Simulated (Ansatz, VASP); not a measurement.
One calculation of NbAs, two programs

```
As Nb
1.0
     3.47348    0.00000    0.00000
     0.00000    3.47348    0.00000
     0.00000    0.00000   24.77287
As Nb
4 4
Direct
  0.00000 0.00000 0.30275
  0.50000 0.00000 0.42132
  0.50000 0.50000 0.53989
  0.00000 0.50000 0.65846
  0.50000 0.50000 0.34154
  0.00000 0.50000 0.46011
  0.00000 0.00000 0.57868
  0.50000 0.00000 0.69725
```

Alike in both runs: task single point; functional LDA; k mesh 10 × 10 × 1; occupations gaussian, width 0.1 eV; no spin polarisation.

```csv
,VASP,Ansatz
version,VASP 6.6.1,Ansatz 0.2.0
potentials or method,"VASP PAW LDA potentials, release 64 (As, Nb_sv), cutoff 520 eV","scalar-relativistic, plane waves, PAW"
valence electrons in the cell,72,112
```

|  | VASP | Ansatz | Ansatz less VASP |
| --- | --- | --- | --- |
| gap on the k mesh at the Fermi level (eV) | none | none | - |
| rms of the force components (eV/Å) | 0.361 | 0.364 | +0.0036 |

LDA's correlation is that of Perdew and Zunger in VASP and of Perdew and Wang (1992) in Ansatz. A gap of «none» marks a metal or a gap that the smearing closes. VASP's potentials hold 72 valence electrons a cell and Ansatz's 112, so a difference there can come from the potentials and not from the codes. Ansatz's warnings: xc potential rough in thin density.
